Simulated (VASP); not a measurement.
# H3Rh (Pm-3m) in VASP: a series of runs, part 2 of 2

VASP 6.6.1. The steps go on from the part before.

**3. Relaxation of cell and atoms, PBE**

This run uses another cell than the first one, of 8.60 Å³/atom, 0.933 times its volume.

Input file INCAR:

```
PREC     = Accurate       # precision mode
ENCUT    = 600            # plane-wave cutoff, eV
EDIFF    = 1E-6           # SCF threshold, eV
ISMEAR   = 0              # smearing method
SIGMA    = 0.1            # smearing width, eV
LREAL    = False          # projectors in reciprocal space
LASPH    = True           # aspherical terms in the spheres
NELM     = 100            # most SCF steps
ALGO     = Normal         # electronic algorithm
ISIF     = 3              # what is computed and relaxed
LWAVE    = False          # write WAVECAR
LCHARG   = False          # write CHGCAR
GGA      = PE             # functional
IBRION   = 2              # ionic algorithm
NSW      = 90             # ionic steps
EDIFFG   = -0.04          # ionic threshold
```

Input file KPOINTS:

```
regular mesh
0
Gamma
  6 6 6
```

Input file POSCAR:

```
H3Rh
1.0
    3.2522044700      0.0000000000      0.0000000000
    0.0000000000      3.2522044700      0.0000000000
    0.0000000000      0.0000000000      3.2522044700
H Rh
3 1
Direct
    0.0000000000      0.5000000000      0.5000000000
    0.5000000000      0.0000000000      0.5000000000
    0.5000000000      0.5000000000      0.0000000000
    0.5000000000      0.5000000000      0.5000000000
```

Potentials or basis: VASP PAW PBE potentials, release 64 (H, Rh_pv).

Launch:

```console
$ cat potpaw_PBE.64/H/POTCAR potpaw_PBE.64/Rh_pv/POTCAR > POTCAR
$ mpirun -np 1 vasp_std > vasp.out
```

OUTCAR:

```text
PREC = Accurate
   ENCUT = 600
   EDIFF = 1E-6
   ISMEAR = 0
   LREAL = False
   LASPH = True
   NELM = 100
   ISIF = 3
   GGA = PE
   IBRION = 2
   NSW = 90
   EDIFFG = -0.04

 ion  position               nearest neighbor table
   1  0.000  0.500  0.500-   4 1.63   4 1.63
   2  0.500  0.000  0.500-   4 1.63   4 1.63
   3  0.500  0.500  0.000-   4 1.63   4 1.63
   4  0.500  0.500  0.500-   1 1.63   2 1.63   3 1.63   3 1.63   2 1.63   1 1.63

  LATTYP: Found a simple cubic cell.
 ALAT       =     3.2522044700

  Lattice vectors:

 A1 = (   3.2522044700,   0.0000000000,   0.0000000000)
 A2 = (   0.0000000000,   3.2522044700,   0.0000000000)
 A3 = (   0.0000000000,   0.0000000000,   3.2522044700)
[... 183 lines left out ...]
  -------------------------------------------------------------------------------------
  Total        1.6515362      1.6515362      1.6515362      0.0000000      0.0000000     -0.0000000
  in kB       76.9245828     76.9245828     76.9245828      0.0000000      0.0000000     -0.0000000
  external PRESSURE =      76.9245828 kB  Pullay stress =       0.0000000 kB
[... 63 lines left out ...]
--------------------------------------- Ionic step        3  -------------------------------------------

 number of electron      17.9999999 magnetization

 Free energy of the ion-electron system (eV)
  ---------------------------------------------------
  ext. energy  EPLUGINS =         0.00000000
  ---------------------------------------------------
  free energy    TOTEN  =       -16.25833774 eV

  energy without entropy =      -16.24897868  energy(sigma->0) =      -16.25365821

 E-fermi :   1.0757     XC(G=0):  -9.5271

 val. band max:        0.9895965093   @ k =   0.5000   0.1667   0.0000
 cond. band min:       1.0917418251   @ k =   0.0000   0.0000   0.0000
 fundamental gap:      0.1021453158
 Fermi energy:         1.0757196646

 k-point     1 :       0.0000    0.0000    0.0000
  band No.  band energies     occupation
      1     -44.1548      2.00000
      2     -44.1548      2.00000
      3     -44.1548      2.00000
      4      -5.7137      2.00000
      5      -4.3963      2.00000
      6      -4.3963      2.00000
      7       1.0917      0.82074
      8       1.0917      0.82074
      9       1.0918      0.82052
     10      11.4320      0.00000
     11      11.4320      0.00000
     12      11.4320      0.00000
     13      11.5454      0.00000
[... 333 lines left out ...]
  FREE ENERGIE OF THE ION-ELECTRON SYSTEM (eV)
  ---------------------------------------------------
  free  energy   TOTEN  =       -16.2583377376 eV

  energy  without entropy=      -16.2489786787  energy(sigma->0) =      -16.25365821

 reached required accuracy - stopping structural energy minimisation
```

OSZICAR:

```text
N       E                     dE             d eps       ncg     rms          rms(c)
DAV:   1     0.127776030919E+03    0.12778E+03   -0.12057E+04   544   0.151E+03
DAV:   2    -0.148751785177E+02   -0.14265E+03   -0.13835E+03   560   0.362E+02
DAV:   3    -0.173718036761E+02   -0.24966E+01   -0.24782E+01   620   0.549E+01
[... 25 lines left out ...]
DAV:   3    -0.162585541003E+02    0.30455E-02   -0.10923E-02   520   0.136E+00    0.177E-01
DAV:   4    -0.162583685955E+02    0.18550E-03   -0.14986E-03   555   0.308E-01    0.439E-02
DAV:   5    -0.162583353409E+02    0.33255E-04   -0.10330E-04   535   0.126E-01    0.125E-02
DAV:   6    -0.162583372960E+02   -0.19552E-05   -0.44036E-06   543   0.191E-02    0.430E-03
DAV:   7    -0.162583377376E+02   -0.44162E-06   -0.12988E-06   368   0.129E-02
   3 F= -.16258338E+02 E0= -.16253658E+02  d E =-.572840E-01
```

CONTCAR:

```text
H3Rh
   1.00000000000000
     3.3305681183062918    0.0000000000000000   -0.0000000000000000
     0.0000000000000000    3.3305681183062918    0.0000000000000000
    -0.0000000000000000    0.0000000000000000    3.3305681183062918
  H               Rh
     3     1
Direct
     0.0000000000000000    0.5000000000000000    0.5000000000000000
     0.5000000000000000    0.0000000000000000    0.5000000000000000
     0.5000000000000000    0.5000000000000000    0.0000000000000000
     0.5000000000000000    0.5000000000000000    0.5000000000000000

  0.00000000E+00  0.00000000E+00  0.00000000E+00
  0.00000000E+00  0.00000000E+00  0.00000000E+00
  0.00000000E+00  0.00000000E+00  0.00000000E+00
  0.00000000E+00  0.00000000E+00  0.00000000E+00
```

Run time: 12 s. Hardware: 1 thread of Intel Xeon 6975P-C (Granite Rapids), shared host; peak memory 0.16 GiB.

Results:

* Free energy: -16.2583 eV
* Relaxed volume: 9.24 Å³/atom
* Relaxed cell: a = 3.331 Å, b = 3.331 Å, c = 3.331 Å, α = 90.00°, β = 90.00°, γ = 90.00°
* Space group after relaxing (to 0.05 Å): Pm-3m (No. 221)
* Energy gained by relaxing: 14.3 meV/atom
* Ionic steps: 3
* Pressure after relaxing: 0.0 GPa
* Band gap on the k mesh: zero (band 9 reaches 1.14 eV, above the bottom of band 10 at 0.76 eV)

Step by step:
```tsv
step	energy change (eV)	largest force (eV/Å)	pressure (GPa)	volume (Å³)
1	0.0000	0.0000	7.69	34.40
2	-0.0557	0.0000	1.13	36.49
3	-0.0573	0.0000	-0.04	36.94
```

Final structure:
```cif
data_structure
_symmetry_space_group_name_H-M 'P 1'
_symmetry_Int_Tables_number 1
_cell_length_a 3.3306
_cell_length_b 3.3306
_cell_length_c 3.3306
_cell_angle_alpha 90.000
_cell_angle_beta 90.000
_cell_angle_gamma 90.000
_cell_volume 36.94
loop_
_atom_site_label
_atom_site_type_symbol
_atom_site_fract_x
_atom_site_fract_y
_atom_site_fract_z
_atom_site_occupancy
H1 H 0.00000 0.50000 0.50000 1
H2 H 0.50000 0.00000 0.50000 1
H3 H 0.50000 0.50000 0.00000 1
Rh1 Rh 0.50000 0.50000 0.50000 1
```

Levels at points of the mesh, in eV from the Fermi level:
| k point | band 7 | band 8 | band 9 | band 10 | band 11 | band 12 |
| --- | --- | --- | --- | --- | --- | --- |
| (0.00, 0.00, 0.00) | 0.02 | 0.02 | 0.02 | 10.36 | 10.36 | 10.36 |
| (0.50, 0.00, 0.00) | -0.58 | -0.58 | 0.06 | 0.89 | 9.24 | 10.90 |
| (0.50, 0.50, 0.00) | -1.37 | -0.49 | -0.49 | -0.32 | 3.09 | 9.15 |
| (0.50, 0.50, 0.50) | -0.66 | -0.66 | -0.66 | -0.29 | -0.29 | 7.98 |
